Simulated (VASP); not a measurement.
Input of a VASP 6.6.1 run:

File INCAR:

```
  ALGO = Normal
  EDIFF = 1E-7
  ENCUT = 520
  GGA = PE
  ISIF = 2
  ISMEAR = 0
  ISPIN = 2
  LASPH = T
  LCHARG = F
  LMAXMIX = 4
  LORBIT = 11
  LREAL = F
  LWAVE = F
  MAGMOM = 3.29 0
  NBANDS = 20
  NELM = 150
  PREC = Accurate
  SIGMA = 0.05
```

The input KPOINTS:

```
k-points
0
Gamma
  12 12 10
```

File POSCAR:

```
FePt
1.0
    2.7158305644      0.0000000000      0.0000000000
    0.0000000000      2.7158305644      0.0000000000
    0.0000000000      0.0000000000      3.7280977493
Fe Pt
1 1
Direct
    0.5000000000      0.5000000000      0.5000000000
    0.0000000000      0.0000000000      0.0000000000
```

Potentials or basis: VASP PAW PBE potentials, release 64 (Fe, Pt).

Command:

```console
$ cat potpaw_PBE.64/Fe/POTCAR potpaw_PBE.64/Pt/POTCAR > POTCAR
$ mpirun -np 1 vasp_std > vasp.out
```

(1) Predict the pressure.

(2) Predict the net moment.

(3) Predict the site moments.

## Answers

(1) 3.8 GPa.

(2) 3.27 μB per cell.

(3) Fe +2.91; Pt +0.34 μB.
